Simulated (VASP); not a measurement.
# SnTe (F-43m) in VASP: settings compared, part 2 of 2

VASP 6.6.1. Earlier steps stand in the parts before.

### Step 4. Single point, r2SCAN+D4

This run uses another cell than the first one, of 45.47 Å³/atom.

Contents of POSCAR:

```
SnTe
1.0
    0.0000000000      3.5692168358      3.5692168358
    3.5692168358      0.0000000000      3.5692168358
    3.5692168358      3.5692168358      0.0000000000
Te Sn
1 1
Direct
    0.2500000000      0.2500000000      0.2500000000
    0.0000000000      0.0000000000      0.0000000000
```

Contents of INCAR.step1:

```
SYSTEM = SnTe
  PREC = Accurate
  ENCUT = 520
  ISMEAR = -1
  SIGMA = 0.05
  LREAL = .FALSE.
  LASPH = .TRUE.
  NELM = 100
  NBANDS = 17
  GGA = PE
  ALGO = Normal
  EDIFF = 1E-4
  LWAVE = .TRUE.
  LCHARG = .FALSE.
```

Contents of INCAR.step2:

```
SYSTEM = SnTe
  PREC = Accurate
  ENCUT = 520
  EDIFF = 1E-6
  ISMEAR = -1
  SIGMA = 0.05
  LREAL = .FALSE.
  LASPH = .TRUE.
  NELM = 100
  ALGO = Normal
  ISIF = 2
  LWAVE = .FALSE.
  LCHARG = .FALSE.
  METAGGA = R2SCAN
  LMIXTAU = .TRUE.
  IVDW = 13
  VDW_S6 = 1.0
  VDW_S8 = 0.6018749
  VDW_A1 = 0.51559235
  VDW_A2 = 5.77342911
  NBANDS = 17
  ISTART = 1
```

Contents of KPOINTS:

```
Automatic mesh
0
G
  7 7 7
  0 0 0
```

Potentials or basis: VASP PAW PBE potentials, release 64 (Te, Sn_d).

Run with:

```bash
$ cat potpaw_PBE.64/Te/POTCAR potpaw_PBE.64/Sn_d/POTCAR > POTCAR
$ cp INCAR.step1 INCAR
$ mpirun -np 1 vasp_std > vasp.out
$ cp INCAR.step2 INCAR
$ mpirun -np 1 vasp_std > vasp.out
```

OUTCAR:

```text
SYSTEM = SnTe
   PREC = Accurate
   ENCUT = 520
   EDIFF = 1E-6
   ISMEAR = -1
   LREAL = .FALSE.
   LASPH = .TRUE.
   NELM = 100
   ISIF = 2
   METAGGA = R2SCAN
   IVDW = 13
   ISTART = 1

 ion  position               nearest neighbor table
   1  0.250  0.250  0.250-   2 3.09   2 3.09   2 3.09   2 3.09
   2  0.000  0.000  0.000-   1 3.09   1 3.09   1 3.09   1 3.09

  LATTYP: Found a face centered cubic cell.
 ALAT       =     7.1384336716

  Lattice vectors:

[... 579 lines left out ...]

------------------------ aborting loop because EDIFF is reached ----------------------------------------

  DFT-D4 for vdW energy calculation

  Edisp (eV):   -0.22645

  FORCE on cell =-STRESS in cart. coord.  units (eV):
  Direction    XX          YY          ZZ          XY          YZ          ZX
  --------------------------------------------------------------------------------------
  -------------------------------------------------------------------------------------
  Total      -0.00168    -0.00168    -0.00168     0.00000     0.00000     0.00000
  in kB      -0.02968    -0.02968    -0.02968     0.00000     0.00000     0.00000
  external pressure =       -0.03 kB  Pullay stress =        0.00 kB

 VOLUME and BASIS-vectors are now :
 -----------------------------------------------------------------------------
  energy-cutoff  :      520.00
  volume of cell :       90.94
      direct lattice vectors                 reciprocal lattice vectors
     0.000000000  3.569216836  3.569216836    -0.140086754  0.140086754  0.140086754
     3.569216836  0.000000000  3.569216836     0.140086754 -0.140086754  0.140086754
     3.569216836  3.569216836  0.000000000     0.140086754  0.140086754 -0.140086754

 POSITION                                       TOTAL-FORCE (eV/Angst)
 -----------------------------------------------------------------------------------
      1.78461      1.78461      1.78461        -0.000000     -0.000000     -0.000000
      0.00000      0.00000      0.00000         0.000000      0.000000      0.000000
 -----------------------------------------------------------------------------------
    total drift:                                0.000002      0.000002      0.000002

  FREE ENERGIE OF THE ION-ELECTRON SYSTEM (eV)
  ---------------------------------------------------
  free  energy   TOTEN  =       -50.2932838764 eV

  energy  without entropy=      -50.2919625948  energy(sigma->0) =      -50.29262324
```

OSZICAR.step1:

```text
N       E                     dE             d eps       ncg     rms          rms(c)
DAV:   1     0.121361783586E+03    0.12136E+03   -0.92367E+03   682   0.119E+03
DAV:   2     0.499273422602E+01   -0.11637E+03   -0.11300E+03   737   0.292E+02
DAV:   3    -0.679728323243E+01   -0.11790E+02   -0.11634E+02   825   0.887E+01
DAV:   4    -0.717385658682E+01   -0.37657E+00   -0.37639E+00   809   0.170E+01
DAV:   5    -0.719228178412E+01   -0.18425E-01   -0.18425E-01   998   0.349E+00    0.477E+00
DAV:   6    -0.705808750045E+01    0.13419E+00   -0.33182E-01   867   0.270E+00    0.310E+00
DAV:   7    -0.705481976322E+01    0.32677E-02   -0.83136E-02   730   0.108E+00    0.108E+00
DAV:   8    -0.705606741715E+01   -0.12477E-02   -0.10447E-02   781   0.688E-01    0.246E-01
DAV:   9    -0.705672329651E+01   -0.65588E-03   -0.23463E-03   721   0.312E-01    0.661E-02
DAV:  10    -0.705685701674E+01   -0.13372E-03   -0.41125E-04   793   0.111E-01    0.421E-02
DAV:  11    -0.705700234294E+01   -0.14533E-03   -0.27251E-04   692   0.721E-02    0.452E-02
DAV:  12    -0.705700198919E+01    0.35375E-06   -0.79967E-06   531   0.171E-02
   1 F= -.70570020E+01 E0= -.70559616E+01  d E =-.208079E-02
```

Wall time 2.4 min (1 thread of Intel Xeon Platinum 8488C (Sapphire Rapids), shared host); peak memory 0.26 GiB.

Results:

* Free energy: -50.2933 eV
* Pressure: 0.0 GPa
* Band gap on the k mesh: 0.31 eV (least direct gap 0.89 eV)
* Dispersion energy per atom: -0.113 eV

Levels at points of the mesh, in eV from the valence-band top:
```
           k point  band 7  band 8  band 9  band 10  band 11  band 12  band 13  band 14
(0.00, 0.00, 0.00)   -4.95   -2.06   -2.06    -2.06     1.21     1.21     1.21     4.45
```

Caveat: semilocal functionals underestimate gaps, and a narrow one can read as zero; the PAW data sets were made with another functional, which shifts forces and pressure a little; spin-orbit coupling is left out, which moves the levels of the heavy elements; an odd mesh through Γ misses points on the zone boundary, where band edges can lie.

### Step 5. Summary

```csv
level,cell,gap on the mesh (eV),pressure (GPa)
r2SCAN+rVV10,"a = 5.032 Å, angles 60.0°, 2 atoms",0.24,0.1
r2SCAN+D3(BJ),"a = 5.049 Å, angles 60.0°, 2 atoms",0.31,-0.1
r2SCAN+D4,"a = 5.048 Å, angles 60.0°, 2 atoms",0.31,0.0
```

Alike in all rows: task single point; potentials or basis VASP PAW PBE potentials, release 64 (Te, Sn_d); no spin polarisation; k mesh 7 × 7 × 7; cutoff (eV) 520; smearing fermi-dirac 0.05 eV.

Caveats: semilocal functionals underestimate gaps, and a narrow one can read as zero; the PAW data sets were made with another functional, which shifts forces and pressure a little; spin-orbit coupling is left out, which moves the levels of the heavy elements; an odd mesh through Γ misses points on the zone boundary, where band edges can lie; three body term missing (at least some runs).

Absolute energies hang on the potentials; compare differences alone.
